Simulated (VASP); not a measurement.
Here is a VASP 6.6.1 calculation.

Contents of INCAR:

```
SYSTEM = PtS2
PREC = Accurate
ENCUT = 520
EDIFF = 1E-6
ISMEAR = 0
SIGMA = 0.05
LREAL = .FALSE.
LASPH = .TRUE.
NELM = 80
ALGO = Normal
ISIF = 2
LWAVE = .FALSE.
LCHARG = .TRUE.
GGA = PS
LELF = .TRUE.
LVHAR = .TRUE.
NBANDS = 18
```

KPOINTS

```
Automatic mesh
0
G
  12 12 8
  0 0 0
```

File POSCAR:

```
PtS2
1.0
    3.5431994758      0.0000000000      0.0000000000
   -1.7715997379      3.0685007567      0.0000000000
    0.0000000000      0.0000000000      4.9128300000
Pt S
1 2
Direct
    0.0000000000      0.0000000000      0.0000000000
    0.3333333333      0.6666666667      0.2500000000
    0.6666666667      0.3333333333      0.7500000000
```

Potentials or basis: VASP PAW PBE potentials, release 64 (Pt, S).

Command:

```bash
$ cat potpaw_PBE.64/Pt/POTCAR potpaw_PBE.64/S/POTCAR > POTCAR
$ mpirun -np 1 vasp_std > vasp.out
```

**Question.** What does it give for the band gap on the k mesh?

**Answer.** 0.42 eV, indirect (least direct gap 0.70 eV).

**Question.** Predict the largest force.

**Answer.** 0.220 eV/Å.

**Question.** What does it give for the pressure?

**Answer.** -0.4 GPa.

Forces in eV/Å, atoms in the order of the input:
```
Pt   0.000  0.000  0.000
S    0.000  0.000 -0.220
S    0.000  0.000  0.220
```

Caveat: the cell differs from its parent crystal (strain +0.000 along x and y, -0.025 along z); the PAW data sets were made with another functional, which shifts forces and pressure a little; spin-orbit coupling is left out, which moves the levels of the heavy elements. A k mesh can miss the band edges.
